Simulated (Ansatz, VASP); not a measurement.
**One calculation of Pt, two programs**

File INCAR:

```
  PREC = Accurate
  ENCUT = 600
  EDIFF = 1E-6
  ISMEAR = -1
  SIGMA = 0.05
  LREAL = F
  LASPH = T
  NELM = 80
  ALGO = Normal
  ISIF = 3
  LWAVE = F
  LCHARG = F
  GGA = PE
  IBRION = 2
  NSW = 60
  EDIFFG = -0.01
```

File KPOINTS:

```
Automatic mesh
0
Gamma
  12 12 12
```

The input POSCAR:

```
Pt
1.0
   -1.5842200000      1.5842200000      1.5842200000
    1.5842200000     -1.5842200000      1.5842200000
    1.5842200000      1.5842200000     -1.5842200000
Pt
1
Direct
    0.0000000000      0.0000000000      0.0000000000
```

File input.yaml:

```yaml
crystal:
  lattice:
    - [-1.58422, 1.58422, 1.58422]
    - [1.58422, -1.58422, 1.58422]
    - [1.58422, 1.58422, -1.58422]
  atoms:
    - { symbol: Pt, position: [0.0, 0.0, 0.0] }
hamiltonian:
  xc: pbe
  pseudopotentials: { kind: paw }
kpoints:
  mp_grid: { grid: [12, 12, 12] }
scf:
  occupations: { method: fermi_dirac, width: 0.05 }
output:
  forces: true
  stress: true
  eigenvalues: true
relax:
  f_tol: 0.01
  max_steps: 40
  cell: { stress_tol: 0.05 }
```

Alike in both runs: task relaxation of cell and atoms; functional PBE; k mesh 12 × 12 × 12; occupations fermi-dirac, width 0.05 eV; no spin polarisation.

|  | VASP | Ansatz |
| --- | --- | --- |
| version | VASP 6.6.1 | Ansatz 0.2.0 |
| potentials or method | VASP PAW PBE potentials, release 64 (Pt) | Ansatz PAW |
| plane-wave cutoff (eV) | 600 | 420 |
| valence electrons in the cell | 10 | 18 |

|  | VASP | Ansatz | Ansatz less VASP |
| --- | --- | --- | --- |
| gap on the k mesh at the Fermi level, each at its own relaxed structure (eV) | none | none | - |
| relaxed volume (Å³/atom) | 15.79 | 15.82 | +0.026 |
| relaxed cell length with the largest relative difference (Å) | 2.737 | 2.739 | +0.0015 |

A gap of «none» marks a metal or a gap that the smearing closes. VASP's potentials hold 10 valence electrons a cell and Ansatz's 18, so a difference there can come from the potentials and not from the codes.

Neither program's run includes spin-orbit coupling. Noted on Ansatz's run: the plane-wave basis is chosen anew once the cell has moved, so the energies of steps on either side of that aren't comparable.
